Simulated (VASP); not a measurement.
# MgS (P6_3mc) in VASP: further runs, part 2 of 2

VASP 6.6.1.

### 4 Single point, PBEsol (24.03 Å³/atom)

This run uses another cell than the first one, of 24.03 Å³/atom.

INCAR reads:

```
SYSTEM = MgS
PREC = Accurate ; ENCUT = 520
EDIFF = 1E-6 ; ISMEAR = -1
SIGMA = 0.05 ; LREAL = .FALSE.
LASPH = .TRUE. ; NELM = 100
ALGO = Normal ; ISIF = 2
LWAVE = .FALSE. ; LCHARG = .TRUE.
GGA = PS ; LELF = .TRUE.
LVHAR = .TRUE. ; NBANDS = 16
```

KPOINTS reads:

```
regular mesh
0
G
  8 8 4
  0 0 0
```

POSCAR reads:

```
MgS
1.0
    4.1137527396      0.0000000000      0.0000000000
   -2.0568763698      3.5626143774      0.0000000000
    0.0000000000      0.0000000000      6.5584496235
S Mg
2 2
Direct
    0.6666666667      0.3333333333      0.8792441500
    0.3333333333      0.6666666667      0.3792441500
    0.3333333333      0.6666666667      0.9957548500
    0.6666666667      0.3333333333      0.4957548500
```

Potentials or basis: VASP PAW PBE potentials, release 64 (S, Mg).

Started as:

```bash
$ cat potpaw_PBE.64/S/POTCAR potpaw_PBE.64/Mg/POTCAR > POTCAR
$ mpirun -np 1 vasp_std > vasp.out
```

OUTCAR:

```text
SYSTEM = MgS
   PREC = Accurate
   ENCUT = 520
   EDIFF = 1E-6
   ISMEAR = -1
   LREAL = .FALSE.
   LASPH = .TRUE.
   NELM = 100
   ISIF = 2
   GGA = PS

 ion  position               nearest neighbor table
   1  0.667  0.333  0.879-   3 2.49   3 2.49   3 2.49   4 2.52
   2  0.333  0.667  0.379-   4 2.49   4 2.49   4 2.49   3 2.52
   3  0.333  0.667  0.996-   1 2.49   1 2.49   1 2.49   2 2.52
   4  0.667  0.333  0.496-   2 2.49   2 2.49   2 2.49   1 2.52

  LATTYP: Found a hexagonal cell.
 ALAT       =     4.1137527396
 C/A-ratio  =     1.5942741430

  Lattice vectors:

 A1 = (   4.1137527396,   0.0000000000,   0.0000000000)
 A2 = (  -2.0568763698,   3.5626143774,   0.0000000000)
 A3 = (   0.0000000000,   0.0000000000,   6.5584496235)

Analysis of symmetry for initial positions (statically):
=====================================================================
 Subroutine PRICEL returns:
 Original cell was already a primitive cell.

 Routine SETGRP: Setting up the symmetry group for a
 hexagonal supercell.

 Subroutine GETGRP returns: Found 12 space group operations
 (whereof  6 operations were pure point group operations)
 out of a pool of 24 trial point group operations.

The static configuration has the point symmetry C_3v.
 The point group associated with its full space group is C_6v.

Analysis of symmetry for dynamics (positions and initial velocities):
=====================================================================
 Subroutine PRICEL returns:
 Original cell was already a primitive cell.

 Routine SETGRP: Setting up the symmetry group for a
 hexagonal supercell.

 Subroutine GETGRP returns: Found 12 space group operations
 (whereof  6 operations were pure point group operations)
 out of a pool of 24 trial point group operations.

The dynamic configuration has the point symmetry C_3v.
 The point group associated with its full space group is C_6v.

 Subroutine INISYM returns: Found 12 space group operations
 (whereof  6 operations are pure point group operations),
 and found     1 'primitive' translations

----------------------------------------------------------------------------------------

                                     Primitive cell

  volume of cell :      96.1188

  direct lattice vectors                    reciprocal lattice vectors
     4.113752740  0.000000000  0.000000000     0.243087046  0.140346371  0.000000000
    -2.056876370  3.562614377  0.000000000     0.000000000  0.280692742  0.000000000
     0.000000000  0.000000000  6.558449623     0.000000000  0.000000000  0.152475060

  length of vectors
     4.113752740  4.113752740  6.558449623     0.280692742  0.280692742  0.152475060

  position of ions in fractional coordinates (direct lattice)
     0.666666667  0.333333333  0.879244150
     0.333333333  0.666666667  0.379244150
     0.333333333  0.666666667  0.995754850
     0.666666667  0.333333333  0.495754850

  ion indices of the primitive-cell ions
   primitive index   ion index
                 1           1
                 2           2
                 3           3
                 4           4

----------------------------------------------------------------------------------------

 KPOINTS: regular mesh

Automatic generation of k-mesh.
 Grid dimensions read from file:
[... 24 lines left out ...]
  0.250000 -0.000000  0.000000      6.000000
  0.375000 -0.000000  0.000000      6.000000
  0.500000 -0.000000  0.000000      3.000000
  0.125000  0.125000  0.000000      6.000000
[... 16 lines left out ...]
  0.250000 -0.000000  0.500000      6.000000
  0.375000 -0.000000  0.500000      6.000000
 [... further k-points ...]
   k-points           NKPTS =     30   k-points in BZ     NKDIM =     30   number of bands    NBANDS=     16
   number of dos      NEDOS =    301   number of ions     NIONS =      4
   total plane-waves  NPLWV =  51200
   dimension x,y,z NGX =    32 NGY =   32 NGZ =   50
   dimension x,y,z NGXF=    64 NGYF=   64 NGZF=  100
   ions per type =               2   2
   NGX,Y,Z   is equivalent  to a cutoff of  12.93, 12.93, 12.67 a.u.
   NGXF,Y,Z  is equivalent  to a cutoff of  25.86, 25.86, 25.35 a.u.
 SYSTEM =  MgS
   PREC   = accura    normal or accurate (medium, high low for compatibility)
   ISTART =      0    job   : 0-new  1-cont  2-samecut
   ICHARG =      2    charge: 1-file 2-atom 10-const
   ISPIN  =      1    spin polarized calculation?
   LNONCOLLINEAR =      F non collinear calculations
   LSORBIT =      F    spin-orbit coupling
   LASPH  =      T    aspherical Exc in radial PAW
   ENCUT  =  520.0 eV  38.22 Ry    6.18 a.u.   7.65  7.65 12.19*2*pi/ulx,y,z
   NELM   =    100;   NELMIN=  2; NELMDL= -5     # of ELM steps
   EDIFF  = 0.1E-05   stopping-criterion for ELM
   LREAL  =      F    real-space projection
   EDIFFG = 0.1E-04   stopping-criterion for IOM
   NSW    =      0    number of steps for IOM
   IBRION =     -1    ionic relax: 0-MD 1-quasi-New 2-CG
   NFREE  =      0    steps in history (QN), initial steepest desc. (CG)
   ISIF   =      2    stress and relaxation
   ISYM   =      2    0-nonsym 1-usesym 2-fastsym
   POTIM  = 0.5000    time-step for ionic-motion
   TEBEG  =    0.0;   TEEND  =   0.0 temperature during run
   PSTRESS=    0.0 pullay stress
   NELECT =      16.0000    total number of electrons
   NUPDOWN=      -1.0000    fix difference up-down
   EMIN   =  10.00;   EMAX   =-10.00  energy-range for DOS
   EFERMI =   0.00;   METHOD = LEGACY
   ISMEAR =    -1;   SIGMA  =   0.05  broadening in eV -4-tet -1-fermi 0-gaus
   EFERMI_NEDOS =   21; number of points for ismear=-14 and -15
   IALGO  =     38    algorithm
   IMIX   =      4    mixing-type and parameters
     AMIX     =   0.40;   BMIX     =  1.00
     AMIX_MAG =   1.60;   BMIX_MAG =  1.00
  volume/ion in A,a.u.               =      24.03       162.16
  Fermi-wavevector in a.u.,A,eV,Ry     =   0.900559  1.701809 11.034410  0.811006
  Thomas-Fermi vector in A             =   2.023531
   LORBIT       =      0    0 simple, 1 ext, 2 COOP (PROOUT), +10 PAW based schemes
   GGA     = PS    functional components
   LHFCALC =     F    Hartree Fock is set to
   AEXX    =    0.0000 exact exchange contribution
   IVDW    =     0    specifies the selected vdW correction
   LEPSILON=     F    determine dielectric tensor
   LRPA    =     F    only Hartree local field effects (RPA)
 non-spin polarized calculation
  energy-cutoff  :      520.00
  volume of cell :       96.12
 maximum number of plane-waves:      2616
 NGX is ok and might be reduce to    32
   NGX = 15   NGY = 15   NGZ = 25

 number of electron      16.0000001 magnetization

 Free energy of the ion-electron system (eV)
  ---------------------------------------------------
  ext. energy  EPLUGINS =         0.00000000
  ---------------------------------------------------
  free energy    TOTEN  =       -17.80641778 eV

  energy without entropy =      -17.80641778  energy(sigma->0) =      -17.80641778

 E-fermi :   1.8175     XC(G=0):  -8.3475

 val. band max:        0.7777809922   @ k =   0.0000   0.0000   0.0000
 cond. band min:       3.7727831423   @ k =   0.0000   0.0000   0.0000
 fundamental gap:      2.9950021500
 Fermi energy:         1.8175318982

 k-point     1 :       0.0000    0.0000    0.0000
  band No.  band energies     occupation
      1     -10.4409      2.00000
      2      -9.7882      2.00000
      3      -2.2946      2.00000
      4       0.2250      2.00000
      5       0.2250      2.00000
      6       0.6243      2.00000
[... 433 lines left out ...]
      3      -1.9899      2.00000
      4      -1.9899      2.00000
      5      -0.0407      2.00000
      6      -0.0407      2.00000
[... 8 lines left out ...]
     15       9.6861      0.00000
     16       9.6861      0.00000

 [... further k-points ...]

------------------------ aborting loop because EDIFF is reached ----------------------------------------

  FORCE on cell =-STRESS in cart. coord.  units (eV):
  Direction    XX          YY          ZZ          XY          YZ          ZX
  --------------------------------------------------------------------------------------
  -------------------------------------------------------------------------------------
  Total       -1.9867245     -1.9867245     -2.0454323      0.0000000      0.0000000      0.0000000
  in kB      -33.1161647    -33.1161647    -34.0947503      0.0000000      0.0000000      0.0000000
  external PRESSURE =     -33.4423599 kB  Pullay stress =       0.0000000 kB

 VOLUME and BASIS-vectors are now :
 -----------------------------------------------------------------------------
  energy-cutoff  :      520.00
  volume of cell :       96.12
      direct lattice vectors                 reciprocal lattice vectors
     4.113752740  0.000000000  0.000000000     0.243087046  0.140346371  0.000000000
    -2.056876370  3.562614377  0.000000000     0.000000000  0.280692742  0.000000000
     0.000000000  0.000000000  6.558449623     0.000000000  0.000000000  0.152475060

 POSITION                                       TOTAL-FORCE (eV/Angst)
 -----------------------------------------------------------------------------------
      2.05688      1.18754      5.76648        -0.000000      0.000000     -0.050698
     -0.00000      2.37508      2.48725         0.000000     -0.000000     -0.050698
     -0.00000      2.37508      6.53061         0.000000      0.000000      0.050698
      2.05688      1.18754      3.25138        -0.000000      0.000000      0.050698
 -----------------------------------------------------------------------------------
    total drift:                                0.000000     -0.000000      0.000095

  FREE ENERGIE OF THE ION-ELECTRON SYSTEM (eV)
  ---------------------------------------------------
  free  energy   TOTEN  =       -17.8064177837 eV

  energy  without entropy=      -17.8064177837  energy(sigma->0) =      -17.80641778
```

stdout:

```text
POSCAR found type information on POSCAR S Mg
 POSCAR found :  2 types and       4 ions
 scaLAPACK will be used
 -----------------------------------------------------------------------------
|                                                                             |
|                                                                             |
|     You enforced a specific xc type in the INCAR file but a different       |
|     I HOPE YOU KNOW WHAT YOU ARE DOING!                                     |
|                                                                             |
 -----------------------------------------------------------------------------

 LDA part: xc-table for (Slater+PW92), standard interpolation
 POSCAR, INCAR and KPOINTS ok, starting setup
 FFT: planning ... GRIDC
 FFT: planning ... GRID_SOFT
 FFT: planning ... GRID
 WAVECAR not read
 entering main loop
```

Wall time 92 s (1 thread of AMD EPYC 7R13, shared host); peak memory 0.2 GiB.

Results:

- Free energy: -17.8064 eV
- Pressure: -3.3 GPa
- Largest force: 0.051 eV/Å
- Band gap on the k mesh: 3.00 eV

Forces in eV/Å, atoms in the order of the input:
```
S    0.000  0.000 -0.051
S    0.000  0.000 -0.051
Mg   0.000  0.000  0.051
Mg   0.000  0.000  0.051
```

Caveat: the cell stands under tension; the PAW data sets were made with another functional, which shifts forces and pressure a little.

### 5 Overview

| cell | gap on the mesh (eV) | pressure (GPa) | largest force (eV/Å) |
| --- | --- | --- | --- |
| a = 3.980, b = 3.980, c = 6.345 Å, angles 90.0, 90.0, 120.0°, 4 atoms | 3.47 | 2.1 | 0.04 |
| a = 4.088, b = 4.088, c = 6.517 Å, angles 90.0, 90.0, 120.0°, 4 atoms | 3.08 | -2.5 | 0.05 |
| a = 4.114, b = 4.114, c = 6.558 Å, angles 90.0, 90.0, 120.0°, 4 atoms | 3.00 | -3.3 | 0.05 |

Alike in all rows: task single point; level PBEsol; potentials or basis VASP PAW PBE potentials, release 64 (S, Mg); no spin polarisation; k mesh 8 × 8 × 4; cutoff (eV) 520; smearing fermi-dirac 0.05 eV.

Caveats: the PAW data sets were made with another functional, which shifts forces and pressure a little; the cell stands under tension (at least some runs).

Total energies depend on the potentials used, so only differences within one code and one set of settings carry meaning.
